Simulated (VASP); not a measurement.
ZnS, 2 atoms in the cell. The structure is cubic, space group F-43m (No. 216). Conventional cell: a = 5.409 Å, b = 5.409 Å, c = 5.409 Å, α = 90.00°, β = 90.00°, γ = 90.00°. Within 3.1 Å of Zn (site symmetry -43m) lie 4 S at 2.34 Å. S (site symmetry -43m) has 4 Zn at 2.34 Å within 3.1 Å. 

* Program: VASP 6.6.1
* Task: single point
* Functional: PBE
* Potentials or basis: VASP PAW PBE potentials, release 64 (Zn, S)
* Cutoff: 520 eV
* k mesh: 10 × 10 × 10
* Occupations: gaussian, width 0.05 eV
* Spin: no spin polarisation
* Dipole correction: no
* Further INCAR settings: ALGO = Normal; EDIFF = 1e-07; NBANDS = 16

Potentials or basis: VASP PAW PBE potentials, release 64 (Zn, S).

Command:

```sh
$ cat potpaw_PBE.64/Zn/POTCAR potpaw_PBE.64/S/POTCAR > POTCAR
$ mpirun -np 1 vasp_std > vasp.out
```

Hardware: 1 thread of Intel(R) Xeon(R) Platinum 8488C (Sapphire Rapids) (shared host).

Problem. How long does it take, and how much memory?

Solution. It took 20 s on 1 thread of Intel(R) Xeon(R) Platinum 8488C (Sapphire Rapids), with other jobs on the host, peak memory 0.17 GiB. Counts: scf iterations 14, k points 47.
